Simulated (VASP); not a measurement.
Wanted: the native input for a VASP 6.6.1 run.

* Task: single point
* Functional: PBEsol
* Potentials or basis: VASP PAW PBE potentials, release 64 (Pb_d, H)
* Cutoff: 520 eV
* k mesh: 8 × 8 × 8
* Occupations: fermi-dirac, width 0.03 eV
* Spin: no spin polarisation
* Dipole correction: no
* Further INCAR settings: ALGO = Normal; EDIFF = 1e-06; NBANDS = 25

The structure of H2Pb lies in POSCAR:

```
H2Pb
1.0
   -2.1209188297      2.1209188297      6.0148206158
    2.1209188297     -2.1209188297      6.0148206158
    2.1209188297      2.1209188297     -6.0148206158
Pb H
2 4
Direct
    0.7500000000      0.2500000000      0.5000000000
    0.0000000000      0.0000000000      0.0000000000
    0.5525309081      0.0525309081      0.5000000000
    0.8025309081      0.8025309081      0.0000000000
    0.1974690919      0.1974690919      0.0000000000
    0.9474690919      0.4474690919      0.5000000000
```

These files were run (other wordings do the same):

INCAR

```
SYSTEM = H2Pb
PREC = Accurate ; ENCUT = 520
EDIFF = 1E-6 ; ISMEAR = -1
SIGMA = 0.03 ; LREAL = .FALSE.
LASPH = .TRUE. ; NELM = 60
ALGO = Normal ; ISIF = 2
LWAVE = .FALSE. ; LCHARG = .FALSE.
GGA = PS ; NBANDS = 25
```

KPOINTS

```
Automatic mesh
0
G
  8 8 8
  0 0 0
```

Potentials or basis: VASP PAW PBE potentials, release 64 (Pb_d, H).

Launch:

```sh
$ cat potpaw_PBE.64/Pb_d/POTCAR potpaw_PBE.64/H/POTCAR > POTCAR
$ mpirun -np 1 vasp_std > vasp.out
```

It gave:

```yaml
Pressure: -0.1 GPa
Band_gap_on_the_k_mesh: zero (bands 16 and 17 overlap by 1.17 eV)
```

Caveat: the PAW data sets were made with another functional, which shifts forces and pressure a little; spin-orbit coupling is left out, which moves the levels of the heavy elements.

Wall time 3.9 min on 1 thread of Intel(R) Xeon(R) Platinum 8488C (Sapphire Rapids) (shared host), peak memory 0.42 GiB.
